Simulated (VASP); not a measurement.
A run of VASP 6.6.1:

INCAR

```
SYSTEM = As
ALGO = Normal
DIPOL = 0.5 0.5 0.347
EDIFF = 1E-6
ENCUT = 400
GGA = CA
GGA_COMPAT = .FALSE.
IDIPOL = 3
ISIF = 2
ISMEAR = -1
LASPH = .TRUE.
LCHARG = .FALSE.
LDIPOL = .TRUE.
LREAL = .FALSE.
LWAVE = .FALSE.
NBANDS = 22
NELM = 120
NELMDL = -8
PREC = Accurate
SIGMA = 0.02
```

The input KPOINTS:

```
k-points
0
G
  12 12 1
  0 0 0
```

POSCAR

```
As
1.0
    3.5131999719      0.0000000000      0.0000000000
   -1.7565999859      3.0425204243      0.0000000000
    0.0000000000      0.0000000000     26.4156438000
As
2
Direct
    0.3333333333      0.6666666667      0.3203839930
    0.6666666667      0.3333333333      0.3726834196
```

Potentials or basis: VASP PAW LDA potentials, release 64 (As_d).

Launch:

```bash
$ cat potpaw_LDA.64/As_d/POTCAR > POTCAR
$ mpirun -np 1 vasp_std > vasp.out
```

Hardware: 1 thread of Intel(R) Xeon(R) Platinum 8375C CPU @ 2.90GHz (Ice Lake), on a shared host.

Task: Estimate the wall time of this run.

Result: It took 61 s on 1 thread of Intel(R) Xeon(R) Platinum 8375C CPU @ 2.90GHz (Ice Lake), on a shared host, peak memory 0.26 GiB. Counts: scf iterations 23, k points 19.
